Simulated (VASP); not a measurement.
Runs of VASP 6.6.1 on Mo. The structure is that of space group R-3m (No. 166), or close to it. The cells are those of the table. 

| cell | further INCAR settings | gap on the mesh (eV) | pressure (GPa) |
| --- | --- | --- | --- |
| a = 3.206 Å, angles 116.4°, 1 atom | ALGO = Fast; EDIFF = 1e-06; NBANDS = 13 | none | 136.5 |
| a = 2.372 Å, angles 93.6°, 1 atom | ALGO = Fast; EDIFF = 1e-07; NBANDS = 13 | none | 96.1 |
| a = 3.577 Å, angles 117.6°, 1 atom | ALGO = Fast; EDIFF = 1e-06; NBANDS = 13 | none | 189.6 |
| a = 2.554 Å, angles 100.1°, 1 atom | ALGO = Fast; EDIFF = 1e-06; NBANDS = 13 | none | (a) |
| a = 2.630 Å, angles 105.4°, 1 atom | ALGO = Fast; EDIFF = 1e-07; NBANDS = 13 | none | 6.1 |
| a = 3.521 Å, angles 117.6°, 1 atom | ALGO = Fast; EDIFF = 1e-07; NBANDS = 13 | none | 224.4 |
| a = 2.514 Å, angles 86.0°, 1 atom | ALGO = Fast; EDIFF = 1e-06; NBANDS = 13 | none | 24.7 |
| a = 2.765 Å, angles 112.6°, 1 atom | ALGO = Fast; EDIFF = 1e-06; NBANDS = 13 | none | (b) |
| a = 2.410 Å, angles 100.1°, 1 atom | ALGO = Fast; EDIFF = 1e-07; NBANDS = 13 | none | 83.9 |
| a = 2.421 Å, angles 93.6°, 1 atom | ALGO = Fast; EDIFF = 1e-06; NBANDS = 13 | none | 65.7 |
| a = 2.600 Å, angles 93.6°, 1 atom | ALGO = Fast; EDIFF = 1e-06; NBANDS = 13 | none | 0.5 |
| a = 2.482 Å, angles 105.4°, 1 atom | ALGO = Fast; EDIFF = 1e-06; NBANDS = 13 | none | 72.9 |

Alike in all rows: task single point; level PBE; potentials or basis VASP PAW PBE potentials, release 64 (Mo_sv); no spin polarisation; k mesh 22 × 22 × 22; cutoff (eV) 520; smearing gaussian 0.15 eV.

Question: Estimate the missing entries.

Answer: (a) 15.9; (b) 48.6.

A k mesh can miss the band edges, and the runs leave out spin-orbit coupling on Mo.

A gap of «none» marks levels without a gap at the run's occupations.
